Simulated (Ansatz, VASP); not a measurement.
**One calculation of InP, two programs**

File POSCAR:

```
InP
1.0
    0.0000000000      2.9537876348      2.9537876348
    2.9537876348      0.0000000000      2.9537876348
    2.9537876348      2.9537876348      0.0000000000
In P
1 1
Direct
    0.0000000000      0.0000000000      0.0000000000
    0.2500000000      0.2500000000      0.2500000000
```

Contents of INCAR.step1:

```
PREC     = Accurate       # precision mode
ENCUT    = 400            # plane-wave cutoff, eV
EDIFF    = 1E-5           # SCF threshold, eV
ISMEAR   = 0              # smearing method
SIGMA    = 0.01           # smearing width, eV
LREAL    = False          # projectors in reciprocal space
LASPH    = True           # aspherical terms in the spheres
NELM     = 120            # most SCF steps
ALGO     = Normal         # electronic algorithm
ISIF     = 2              # what is computed and relaxed
LWAVE    = True           # write WAVECAR
LCHARG   = False          # write CHGCAR
GGA      = PE             # functional
NBANDS   = 16             # bands
GGA_COMPAT= False
```

File INCAR.step2:

```
PREC     = Accurate       # precision mode
ENCUT    = 400            # plane-wave cutoff, eV
EDIFF    = 1E-6           # SCF threshold, eV
ISMEAR   = 0              # smearing method
SIGMA    = 0.01           # smearing width, eV
LREAL    = False          # projectors in reciprocal space
LASPH    = True           # aspherical terms in the spheres
NELM     = 120            # most SCF steps
ALGO     = Normal         # electronic algorithm
ISIF     = 2              # what is computed and relaxed
LWAVE    = False          # write WAVECAR
LCHARG   = False          # write CHGCAR
GGA      = PE             # functional
LHFCALC  = True           # exact exchange
HFSCREEN = 0.2079         # screening, 1/A
PRECFOCK = Normal       
ISTART   = 1            
NBANDS   = 16             # bands
GGA_COMPAT= False
```

File KPOINTS:

```
Automatic mesh
0
Gamma
  4 4 4
```

Input for Ansatz:

```yaml
crystal:
  lattice:
    - [0.0, 2.9537876348, 2.9537876348]
    - [2.9537876348, 0.0, 2.9537876348]
    - [2.9537876348, 2.9537876348, 0.0]
  atoms:
    - { symbol: In, position: [0.0, 0.0, 0.0] }
    - { symbol: P, position: [0.25, 0.25, 0.25] }
kpoints:
  mp_grid: { grid: [4, 4, 4] }
  band_path:
    path:
      - [0.0, 0.0, 0.0]
      - [-0.5, -0.5, 0.0]
      - [-0.375, -0.375, 0.25]
      - [-0.375, 0.0, 0.375]
      - [0.0, 0.0, 0.5]
      - [-0.5, -0.25, 0.25]
    npoints: 1
hamiltonian:
  xc: hse06
scf:
  occupations: { method: fixed }
  n_extra_bands: 4
output:
  forces: true
  stress: true
  eigenvalues: true
```

Alike in both runs: task single point; functional HSE06; k mesh 4 × 4 × 4; no spin polarisation.

```csv
,VASP,Ansatz
version,VASP 6.6.1,Ansatz 0.2.0
potentials or method,"VASP PAW PBE potentials, release 64 (In_d, P)","plane waves, PAW"
plane-wave cutoff (eV),400,420
occupations,"gaussian, width 0.01 eV",fixed
valence electrons in the cell,18,18
```

|  | VASP | Ansatz | Ansatz less VASP |
| --- | --- | --- | --- |
| gap on the k mesh at the Fermi level (eV) | 1.39 | 1.39 | +0.003 |
| pressure (GPa) | -0.2 | 0.0 | +0.17 |

Ansatz's warnings: stress exchange threshold loose, stress scf threshold loose.

The k mesh is coarse, so the values compare programs but aren't converged.
